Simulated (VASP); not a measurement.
Input of a VASP 6.6.1 run:

INCAR

```
PREC = Accurate
ENCUT = 520
EDIFF = 1E-6
ISMEAR = 0
SIGMA = 0.1
LREAL = F
LASPH = T
NELM = 80
ALGO = Fast
ISIF = 2
LWAVE = F
LCHARG = F
GGA = PS
IBRION = 2
NSW = 60
EDIFFG = -0.008
```

File KPOINTS:

```
Automatic mesh
0
Gamma
  12 12 8
```

Contents of POSCAR:

```
Al3Ni2
1.0
    3.9230768519      0.0000000000      0.0000000000
   -1.9615384259      3.3974842147      0.0000000000
    0.0000000000      0.0000000000      4.7622753216
Al Ni
3 2
Direct
    0.0000000000      0.0000000000      0.0000000000
    0.3333333333      0.6666666667      0.6471821826
    0.6666666667      0.3333333333      0.3528178174
    0.3333333333      0.6666666667      0.1459261590
    0.6666666667      0.3333333333      0.8540738410
```

Potentials or basis: VASP PAW PBE potentials, release 64 (Al, Ni).

Command:

```console
$ cat potpaw_PBE.64/Al/POTCAR potpaw_PBE.64/Ni/POTCAR > POTCAR
$ mpirun -np 1 vasp_std > vasp.out
```

**Question.** Estimate the energy gained by relaxing.

**Answer.** 0.1 meV/atom.

**Question.** Estimate the band gap on the k mesh.

**Answer.** Zero (an odd number of electrons rules out a gap without spin polarisation).

Step by step:
```tsv
step	energy change (eV)	largest force (eV/Å)	pressure (GPa)
1	0.0000	0.0564	9.87
2	-0.0003	0.0045	10.01
```

Caveat: the cell differs from its parent crystal (equal strain along all axes, cell held: -2.0 %); the PAW data sets were made with another functional, which shifts forces and pressure a little. Spin polarisation is off, so any magnetic state and its effect on volume and gap are missing.
